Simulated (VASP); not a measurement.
Write the native input for VASP 6.6.1 that does the following.

- Task: density of states
- Functional: PBEsol
- Potentials or basis: VASP PAW PBE potentials, release 64 (Mn_pv, S)
- Cutoff: 520 eV
- k mesh: 9 × 9 × 9
- Occupations: fermi-dirac, width 0.05 eV
- Spin: collinear spin, ferromagnetic start
- Starting moments: [4.0, 0.0] μB
- Hubbard terms: Mn d U = 3.0 eV
- Dipole correction: no
- k mesh for the DOS: 14 × 14 × 14
- Occupations for the DOS: tetrahedron
- Further INCAR settings: ALGO = Normal; EDIFF = 1e-06

MnS:

```
Mn S
1.0
     0.00000    2.60450    2.60450
     2.60450    0.00000    2.60450
     2.60450    2.60450    0.00000
Mn S
1 1
Direct
  0.00000 0.00000 0.00000
  0.50000 0.50000 0.50000
```

One way to write it, as run:

POSCAR

```
MnS
1.0
    0.0000000000      2.6045000000      2.6045000000
    2.6045000000      0.0000000000      2.6045000000
    2.6045000000      2.6045000000      0.0000000000
Mn S
1 1
Direct
    0.0000000000      0.0000000000      0.0000000000
    0.5000000000      0.5000000000      0.5000000000
```

INCAR.step1

```
SYSTEM = MnS
PREC     = Accurate       ! precision mode
ENCUT    = 520            ! plane-wave cutoff, eV
EDIFF    = 1E-6           ! SCF threshold, eV
ISMEAR   = -1             ! smearing method
SIGMA    = 0.05           ! smearing width, eV
LREAL    = .False.        ! projectors in reciprocal space
LASPH    = .True.         ! aspherical terms in the spheres
NELM     = 150            ! most SCF steps
ALGO     = Normal         ! electronic algorithm
ISIF     = 2              ! what is computed and relaxed
LWAVE    = .False.        ! write WAVECAR
LCHARG   = .True.         ! write CHGCAR
ISPIN    = 2              ! spin polarisation
MAGMOM   = 4 0            ! initial moments
LMAXMIX  = 4              ! l up to which the mixer works
LDAU     = .True.         ! DFT+U
LDAUTYPE = 2            
LDAUL    = 2 -1           ! shell
LDAUU    = 3 0            ! U, eV
LDAUJ    = 0 0          
LDAUPRINT= 1            
GGA      = PS             ! functional
NBANDS   = 20             ! bands
```

KPOINTS.step1

```
regular mesh
0
Gamma
  9 9 9
  0 0 0
```

INCAR.step2

```
SYSTEM = MnS
PREC     = Accurate       ! precision mode
ENCUT    = 520            ! plane-wave cutoff, eV
EDIFF    = 1E-6           ! SCF threshold, eV
ISMEAR   = -5             ! smearing method
SIGMA    = 0.05           ! smearing width, eV
LREAL    = .False.        ! projectors in reciprocal space
LASPH    = .True.         ! aspherical terms in the spheres
NELM     = 150            ! most SCF steps
ALGO     = Normal         ! electronic algorithm
ISIF     = 2              ! what is computed and relaxed
LWAVE    = .False.        ! write WAVECAR
LCHARG   = .False.        ! write CHGCAR
ISPIN    = 2              ! spin polarisation
MAGMOM   = 4 0            ! initial moments
LORBIT   = 10             ! projections on sites
LMAXMIX  = 4              ! l up to which the mixer works
LDAU     = .True.         ! DFT+U
LDAUTYPE = 2            
LDAUL    = 2 -1           ! shell
LDAUU    = 3 0            ! U, eV
LDAUJ    = 0 0          
LDAUPRINT= 1            
GGA      = PS             ! functional
NEDOS    = 2001           ! points of the DOS
ICHARG   = 11             ! starting density
```

KPOINTS.step2

```
regular mesh
0
Gamma
  14 14 14
  0 0 0
```

Potentials or basis: VASP PAW PBE potentials, release 64 (Mn_pv, S).

Command:

```bash
$ cat potpaw_PBE.64/Mn_pv/POTCAR potpaw_PBE.64/S/POTCAR > POTCAR
$ cp INCAR.step1 INCAR
$ cp KPOINTS.step1 KPOINTS
$ mpirun -np 1 vasp_std > vasp.out
$ cp INCAR.step2 INCAR
$ cp KPOINTS.step2 KPOINTS
$ mpirun -np 1 vasp_std > vasp.out
```

Results of the run:

* Net moment: 4.99 μB per cell
* Site moments: Mn +4.54; S +0.10 μB
* Valence electrons inside the program's atomic spheres: Mn 11.29; S 3.75

Caveat: a cell with one magnetic atom can't hold antiferromagnetic order, which such compounds often take.

Run time: 49 s on 1 thread of Intel(R) Xeon(R) Platinum 8559C (Emerald Rapids), with other jobs on the host, peak memory 0.22 GiB.
